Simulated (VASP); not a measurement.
# Y (Fm-3m) in VASP: a series of runs

Y is run at these levels: PBEsol; tasks: relaxation of cell and atoms.

Everything below comes from runs of VASP 6.6.1. Logs are shortened: lines on timing, memory, paths and dates and some standing lists are left out, and cuts for length are marked.

## (1) The cell of the first run

It takes space group Fm-3m (No. 225, cubic). Conventional cell: a = 4.970 Å, b = 4.970 Å, c = 4.970 Å, α = 90.00°, β = 90.00°, γ = 90.00°. Y (site symmetry m-3m) has 12 Y at 3.51 Å within 4.6 Å.

## (2) Relaxation of cell and atoms, PBEsol, target pressure 10 GPa, at which the enthalpy is minimised

File INCAR:

```
SYSTEM = Y
PREC = Accurate
ENCUT = 600
EDIFF = 1E-6
ISMEAR = -1
SIGMA = 0.1
LREAL = .FALSE.
LASPH = .TRUE.
NELM = 100
ALGO = Normal
ISIF = 3
LWAVE = .FALSE.
LCHARG = .FALSE.
GGA = PS
IBRION = 2
NSW = 80
EDIFFG = -0.01
PSTRESS = 100.0
```

File KPOINTS:

```
regular mesh
0
G
  10 10 10
  0 0 0
```

File POSCAR:

```
Y
1.0
    0.0000000000      2.4850000000      2.4850000000
    2.4850000000      0.0000000000      2.4850000000
    2.4850000000      2.4850000000      0.0000000000
Y
1
Direct
    0.0000000000      0.0000000000      0.0000000000
```

Potentials or basis: VASP PAW PBE potentials, release 64 (Y_sv).

Launch:

```sh
$ cat potpaw_PBE.64/Y_sv/POTCAR > POTCAR
$ mpirun -np 1 vasp_std > vasp.out
```

OUTCAR:

```text
SYSTEM = Y
   PREC = Accurate
   ENCUT = 600
   EDIFF = 1E-6
   ISMEAR = -1
   LREAL = .FALSE.
   LASPH = .TRUE.
   NELM = 100
   ISIF = 3
   GGA = PS
   IBRION = 2
   NSW = 80
   EDIFFG = -0.01
   PSTRESS = 100.0

 ion  position               nearest neighbor table
   1  0.000  0.000  0.000-

  LATTYP: Found a face centered cubic cell.
 ALAT       =     4.9700000000

  Lattice vectors:

 A1 = (   0.0000000000,   2.4850000000,   2.4850000000)
 A2 = (   2.4850000000,   0.0000000000,   2.4850000000)
 A3 = (   2.4850000000,   2.4850000000,   0.0000000000)

Analysis of symmetry for initial positions (statically):
=====================================================================
 Subroutine PRICEL returns:
 Original cell was already a primitive cell.

 Routine SETGRP: Setting up the symmetry group for a
 face centered cubic supercell.

 Subroutine GETGRP returns: Found 48 space group operations
 (whereof 48 operations were pure point group operations)
 out of a pool of 48 trial point group operations.

The static configuration has the point symmetry O_h .

Analysis of symmetry for dynamics (positions and initial velocities):
=====================================================================
 Subroutine PRICEL returns:
 Original cell was already a primitive cell.

 Routine SETGRP: Setting up the symmetry group for a
 face centered cubic supercell.

 Subroutine GETGRP returns: Found 48 space group operations
 (whereof 48 operations were pure point group operations)
 out of a pool of 48 trial point group operations.

The dynamic configuration has the point symmetry O_h .

 Subroutine INISYM returns: Found 48 space group operations
 (whereof 48 operations are pure point group operations),
 and found     1 'primitive' translations

----------------------------------------------------------------------------------------

                                     Primitive cell

  volume of cell :      30.6909

  direct lattice vectors                    reciprocal lattice vectors
     0.000000000  2.485000000  2.485000000    -0.201207243  0.201207243  0.201207243
     2.485000000  0.000000000  2.485000000     0.201207243 -0.201207243  0.201207243
     2.485000000  2.485000000  0.000000000     0.201207243  0.201207243 -0.201207243

  length of vectors
     3.514320702  3.514320702  3.514320702     0.348501169  0.348501169  0.348501169

  position of ions in fractional coordinates (direct lattice)
     0.000000000  0.000000000  0.000000000

  ion indices of the primitive-cell ions
   primitive index   ion index
                 1           1

----------------------------------------------------------------------------------------

 KPOINTS: regular mesh

Automatic generation of k-mesh.
 Grid dimensions read from file:
 generate k-points for:   10   10   10

 Generating k-lattice:

  Cartesian coordinates                     Fractional coordinates (reciprocal lattice)
    -0.020120724  0.020120724  0.020120724     0.100000000  0.000000000  0.000000000
     0.020120724 -0.020120724  0.020120724     0.000000000  0.100000000  0.000000000
     0.020120724  0.020120724 -0.020120724     0.000000000  0.000000000  0.100000000

  Length of vectors
     0.034850117  0.034850117  0.034850117

  Shift w.r.t. Gamma in fractional coordinates (k-lattice)
     0.000000000  0.000000000  0.000000000

 Subroutine IBZKPT returns following result:
 ===========================================

 Found     47 irreducible k-points:

 Following reciprocal coordinates:
            Coordinates               Weight
  0.000000  0.000000  0.000000      1.000000
  0.100000  0.000000  0.000000      8.000000
  0.200000  0.000000  0.000000      8.000000
  0.300000  0.000000  0.000000      8.000000
  0.400000  0.000000  0.000000      8.000000
  0.500000  0.000000  0.000000      4.000000
[... 16 lines left out ...]
  0.300000  0.300000  0.000000      6.000000
  0.400000  0.300000  0.000000     24.000000
 [... further k-points ...]
   k-points           NKPTS =     47   k-points in BZ     NKDIM =     47   number of bands    NBANDS=      9
   number of dos      NEDOS =    301   number of ions     NIONS =      1
   total plane-waves  NPLWV =  21952
   dimension x,y,z NGX =    28 NGY =   28 NGZ =   28
   dimension x,y,z NGXF=    56 NGYF=   56 NGZF=   56
   ions per type =               1
   NGX,Y,Z   is equivalent  to a cutoff of  13.25, 13.25, 13.25 a.u.
   NGXF,Y,Z  is equivalent  to a cutoff of  26.49, 26.49, 26.49 a.u.
 SYSTEM =  Y
   PREC   = accura    normal or accurate (medium, high low for compatibility)
   ISTART =      0    job   : 0-new  1-cont  2-samecut
   ICHARG =      2    charge: 1-file 2-atom 10-const
   ISPIN  =      1    spin polarized calculation?
   LNONCOLLINEAR =      F non collinear calculations
   LSORBIT =      F    spin-orbit coupling
   LASPH  =      T    aspherical Exc in radial PAW
   ENCUT  =  600.0 eV  44.10 Ry    6.64 a.u.   7.02  7.02  7.02*2*pi/ulx,y,z
   NELM   =    100;   NELMIN=  2; NELMDL= -5     # of ELM steps
   EDIFF  = 0.1E-05   stopping-criterion for ELM
   LREAL  =      F    real-space projection
   EDIFFG = -.1E-01   stopping-criterion for IOM
   NSW    =     80    number of steps for IOM
   IBRION =      2    ionic relax: 0-MD 1-quasi-New 2-CG
   NFREE  =      1    steps in history (QN), initial steepest desc. (CG)
   ISIF   =      3    stress and relaxation
   ISYM   =      2    0-nonsym 1-usesym 2-fastsym
   POTIM  = 0.5000    time-step for ionic-motion
   TEBEG  =    0.0;   TEEND  =   0.0 temperature during run
   PSTRESS=  100.0 pullay stress
   NELECT =      11.0000    total number of electrons
   NUPDOWN=      -1.0000    fix difference up-down
   EMIN   =  10.00;   EMAX   =-10.00  energy-range for DOS
   EFERMI =   0.00;   METHOD = LEGACY
   ISMEAR =    -1;   SIGMA  =   0.10  broadening in eV -4-tet -1-fermi 0-gaus
   EFERMI_NEDOS =   21; number of points for ismear=-14 and -15
   IALGO  =     38    algorithm
   IMIX   =      4    mixing-type and parameters
     AMIX     =   0.40;   BMIX     =  1.00
     AMIX_MAG =   1.60;   BMIX_MAG =  1.00
  volume/ion in A,a.u.               =      30.69       207.11
  Fermi-wavevector in a.u.,A,eV,Ry     =   1.162883  2.197530 18.399114  1.352297
  Thomas-Fermi vector in A             =   2.299439
   LORBIT       =      0    0 simple, 1 ext, 2 COOP (PROOUT), +10 PAW based schemes
   GGA     = PS    functional components
   LHFCALC =     F    Hartree Fock is set to
   AEXX    =    0.0000 exact exchange contribution
   IVDW    =     0    specifies the selected vdW correction
   LEPSILON=     F    determine dielectric tensor
   LRPA    =     F    only Hartree local field effects (RPA)
 conjugate gradient relaxation of ions
 non-spin polarized calculation
  energy-cutoff  :      600.00
  volume of cell :       30.69
 maximum number of plane-waves:      1034
   NGX = 13   NGY = 13   NGZ = 13

--------------------------------------- Ionic step        1  -------------------------------------------

 number of electron      10.9999999 magnetization

 Free energy of the ion-electron system (eV)
  ---------------------------------------------------
  ext. energy  EPLUGINS =         0.00000000
  ---------------------------------------------------
  free energy    TOTEN  =        -6.82538583 eV

  energy without entropy =       -6.77519151  energy(sigma->0) =       -6.80028867

 E-fermi :   3.2655     XC(G=0):  -9.7996

 val. band max:        3.2318606132   @ k =  -0.3000   0.4000   0.2000
 cond. band min:       3.2769192459   @ k =  -0.4000   0.2000   0.0000
 fundamental gap:      0.0450586327
 Fermi energy:         3.2655241515

 k-point     1 :       0.0000    0.0000    0.0000
  band No.  band energies     occupation
      1     -39.1800      2.00000
      2     -18.8476      2.00000
      3     -18.8476      2.00000
      4     -18.8476      2.00000
      5      -1.5905      2.00000
      6       5.1061      0.00000
      7       5.1061      0.00000
      8       5.1061      0.00000
      9       7.2673      0.00000
[... 265 lines left out ...]
 k-point    24 :       0.4000    0.3000    0.0000
  band No.  band energies     occupation
      1     -39.0893      2.00000
      2     -19.3792      2.00000
      3     -19.0603      2.00000
      4     -19.0376      2.00000
      5       1.3570      2.00000
      6       2.7735      1.98551
      7       4.5549      0.00001
      8       7.1252      0.00000
      9       7.8546      0.00000

 [... further k-points ...]

------------------------ aborting loop because EDIFF is reached ----------------------------------------

  FORCE on cell =-STRESS in cart. coord.  units (eV):
  Direction    XX          YY          ZZ          XY          YZ          ZX
  --------------------------------------------------------------------------------------
  -------------------------------------------------------------------------------------
  Total        0.0194452      0.0194452      0.0194452      0.0000000      0.0000000      0.0000000
  in kB        1.0151107      1.0151107      1.0151107      0.0000000      0.0000000      0.0000000
  external PRESSURE =     -98.9848893 kB  Pullay stress =     100.0000000 kB
[... 170 lines left out ...]
  enthalpy is  TOTEN    =        -5.0824377839 eV   P V=        1.6040826337

--------------------------------------- Ionic step        6  -------------------------------------------

 number of electron      11.0000000 magnetization

 Free energy of the ion-electron system (eV)
  ---------------------------------------------------
  ext. energy  EPLUGINS =         0.00000000
  ---------------------------------------------------
  free energy    TOTEN  =        -6.68446026 eV

  energy without entropy =       -6.64752174  energy(sigma->0) =       -6.66599100

 E-fermi :   4.1980     XC(G=0): -10.5455

 val. band max:        4.1828884352   @ k =   0.5000   0.2000   0.0000
 cond. band min:       4.2758505771   @ k =  -0.3000   0.4000   0.2000
 fundamental gap:      0.0929621419
 Fermi energy:         4.1979599047

 k-point     1 :       0.0000    0.0000    0.0000
  band No.  band energies     occupation
      1     -37.8829      2.00000
      2     -17.3202      2.00000
      3     -17.3202      2.00000
      4     -17.3202      2.00000
      5      -0.8296      2.00000
      6       6.2178      0.00000
      7       6.2178      0.00000
      8       6.2178      0.00000
      9       8.8900      0.00000
[... 265 lines left out ...]
 k-point    24 :       0.4000    0.3000    0.0000
  band No.  band energies     occupation
      1     -37.6929      2.00000
      2     -18.2510      2.00000
      3     -17.6891      2.00000
      4     -17.6477      2.00000
      5       2.1865      2.00000
      6       3.4226      1.99914
      7       5.9418      0.00000
      8       8.7286      0.00000
      9       9.6863      0.00000

 [... further k-points ...]

------------------------ aborting loop because EDIFF is reached ----------------------------------------

  FORCE on cell =-STRESS in cart. coord.  units (eV):
  Direction    XX          YY          ZZ          XY          YZ          ZX
  --------------------------------------------------------------------------------------
  -------------------------------------------------------------------------------------
  Total        1.6010418      1.6010418      1.6010418      0.0000000     -0.0000000      0.0000000
  in kB       99.9396238     99.9396238     99.9396238      0.0000000     -0.0000000      0.0000000
  external PRESSURE =      -0.0603762 kB  Pullay stress =     100.0000000 kB
[... 16 lines left out ...]
  FREE ENERGIE OF THE ION-ELECTRON SYSTEM (eV)
  ---------------------------------------------------
  free  energy   TOTEN  =        -6.6844602636 eV

  energy  without entropy=       -6.6475217398  energy(sigma->0) =       -6.66599100

  enthalpy is  TOTEN    =        -5.0824512169 eV   P V=        1.6020090466

 reached required accuracy - stopping structural energy minimisation
```

It took 1.7 min on 1 thread of AMD EPYC 7R43 (Zen 3), shared host; peak memory 0.16 GiB.

What came out:

- Free energy: -6.6845 eV
- Relaxed volume: 25.67 Å³/atom
- Relaxed cell: a = 3.311 Å, b = 3.311 Å, c = 3.311 Å, α = 60.00°, β = 60.00°, γ = 60.00°
- Space group after relaxing (to 0.05 Å): Fm-3m (No. 225)
- Energy change on relaxing (the enthalpy is what falls): +140.9 meV/atom
- Ionic steps: 6
- Pressure after relaxing: 10.0 GPa

Step by step:
| step | energy change (eV) | largest force (eV/Å) | pressure (GPa) | volume (Å³) |
| --- | --- | --- | --- | --- |
| 1 | 0.0000 | 0.0000 | 0.10 | 30.69 |
| 2 | 0.3760 | 0.0000 | 19.06 | 23.02 |
| 3 | 0.1386 | 0.0000 | 9.85 | 25.70 |
| 4 | 0.1445 | 0.0000 | 10.16 | 25.61 |
| 5 | 0.1389 | 0.0000 | 9.87 | 25.70 |
| 6 | 0.1409 | 0.0000 | 9.99 | 25.67 |

Final structure:
```cif
data_structure
_symmetry_space_group_name_H-M 'P 1'
_symmetry_Int_Tables_number 1
_cell_length_a 3.3110
_cell_length_b 3.3110
_cell_length_c 3.3110
_cell_angle_alpha 60.000
_cell_angle_beta 60.000
_cell_angle_gamma 60.000
_cell_volume 25.67
loop_
_atom_site_label
_atom_site_type_symbol
_atom_site_fract_x
_atom_site_fract_y
_atom_site_fract_z
_atom_site_occupancy
Y1 Y 0.00000 0.00000 0.00000 1
```

Caveat: the cell is relaxed towards a set pressure, so the enthalpy falls and the energy may rise; the volume moved by over 15 % at a fixed basis, so the end points are rough; the PAW data sets were made with another functional, which shifts forces and pressure a little.

## (3) Relaxation of cell and atoms, PBEsol, target pressure 20 GPa, at which the enthalpy is minimised

File INCAR:

```
ALGO     = Normal         # electronic algorithm
EDIFF    = 1E-7           # SCF threshold, eV
EDIFFG   = -0.01          # ionic threshold
ENCUT    = 600            # plane-wave cutoff, eV
GGA      = PS             # functional
IBRION   = 2              # ionic algorithm
ISIF     = 3              # what is computed and relaxed
ISMEAR   = -1             # smearing method
LASPH    = True           # aspherical terms in the spheres
LCHARG   = False          # write CHGCAR
LREAL    = False          # projectors in reciprocal space
LWAVE    = False          # write WAVECAR
NELM     = 80             # most SCF steps
NSW      = 80             # ionic steps
PREC     = Accurate       # precision mode
PSTRESS  = 200.0        
SIGMA    = 0.1            # smearing width, eV
```

File KPOINTS:

```
k-points
0
Gamma
  10 10 10
```

POSCAR is that of step 2.

Potentials or basis: VASP PAW PBE potentials, release 64 (Y_sv).

Launch:

```sh
$ cat potpaw_PBE.64/Y_sv/POTCAR > POTCAR
$ mpirun -np 1 vasp_std > vasp.out
```

Wall time 2.6 min (1 thread of AMD EPYC 7R43 (Zen 3), shared host); peak memory 0.18 GiB.

It converged, with:

```yaml
Free_energy: -6.4217 eV
Relaxed_volume: 22.79 Å³/atom
Relaxed_cell: a = 3.182 Å, b = 3.182 Å, c = 3.182 Å, α = 60.00°, β = 60.00°, γ = 60.00°
Space_group_after_relaxing_to_0.05_Å: Fm-3m (No. 225)
Energy_change_on_relaxing_the_enthalpy_is_what_falls: +403.7 meV/atom
Ionic_steps: 7
Pressure_after_relaxing: 20.0 GPa
```

The path:
| step | energy change (eV) | largest force (eV/Å) | pressure (GPa) | volume (Å³) |
| --- | --- | --- | --- | --- |
| 1 | 0.0000 | 0.0000 | 0.17 | 30.69 |
| 2 | 1.8584 | 0.0000 | 63.53 | 16.72 |
| 3 | 0.3524 | 0.0000 | 18.18 | 23.22 |
| 4 | 0.3990 | 0.0000 | 19.82 | 22.83 |
| 5 | 0.4168 | 0.0000 | 20.44 | 22.68 |
| 6 | 0.3938 | 0.0000 | 19.65 | 22.87 |
| 7 | 0.4037 | 0.0000 | 19.98 | 22.79 |

Final structure:
```
Y
1.0
     0.00000    2.25022    2.25022
     2.25022    0.00000    2.25022
     2.25022    2.25022    0.00000
Y
1
Direct
  0.00000 0.00000 0.00000
```

Levels at points of the mesh, in eV from the Fermi level:
| k point | band 1 | band 2 | band 3 | band 4 | band 5 | band 6 | band 7 | band 8 | band 9 |
| --- | --- | --- | --- | --- | --- | --- | --- | --- | --- |
| (0.00, 0.00, 0.00) | -41.93 | -21.11 | -21.11 | -21.11 | -5.05 | 2.12 | 2.12 | 2.12 | 5.18 |
| (0.50, 0.00, 0.00) | -41.65 | -22.83 | -21.33 | -21.33 | -2.46 | 1.83 | 1.83 | 2.25 | 7.48 |
| (0.50, 0.50, 0.00) | -41.55 | -22.70 | -21.71 | -21.71 | -2.75 | -1.72 | 4.36 | 7.52 | 8.18 |

Caveat: the cell is relaxed towards a set pressure, so the enthalpy falls and the energy may rise; the volume moved by over 15 % at a fixed basis, so the end points are rough; the PAW data sets were made with another functional, which shifts forces and pressure a little.
